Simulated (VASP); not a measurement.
Al3Cu:

```xyz
4
Lattice="3.9242 0.0000 0.0000 0.0000 3.9242 0.0000 0.0000 0.0000 3.9242" Properties=species:S:1:pos:R:3 pbc="T T T"
Al    0.0000    1.9621    1.9621
Al    1.9621    0.0000    1.9621
Al    1.9621    1.9621    0.0000
Cu    0.0000    0.0000    0.0000
```

- Program: VASP 6.6.1
- Task: relaxation of volume and atoms at fixed shape
- Functional: PBEsol
- Potentials or basis: VASP PAW PBE potentials, release 64 (Al, Cu)
- Cutoff: 600 eV
- k mesh: 11 × 11 × 11
- Occupations: gaussian, width 0.05 eV
- Spin: no spin polarisation

At the start: pressure -2.2 GPa; volume 15.11 Å³/atom.

Task: Where does the relaxation end?

Result: Over 3 steps the energy falls by 2.5 meV/atom and the volume is 14.76 Å³/atom (-2.3 %); space group Pm-3m (No. 221, to 0.05 Å).

Step by step:
```tsv
step	energy change (eV)	largest force (eV/Å)	pressure (GPa)	volume (Å³)
1	0.0000	0.0000	-2.23	60.43
2	-0.0091	0.0000	0.75	58.61
3	-0.0100	0.0000	0.02	59.03
```

Final structure:
```
Al Cu
1.0
     3.89358    0.00000    0.00000
     0.00000    3.89358    0.00000
     0.00000    0.00000    3.89358
Al Cu
3 1
Direct
  0.00000 0.50000 0.50000
  0.50000 0.00000 0.50000
  0.50000 0.50000 0.00000
  0.00000 0.00000 0.00000
```

Caveat: the PAW data sets were made with another functional, which shifts forces and pressure a little.
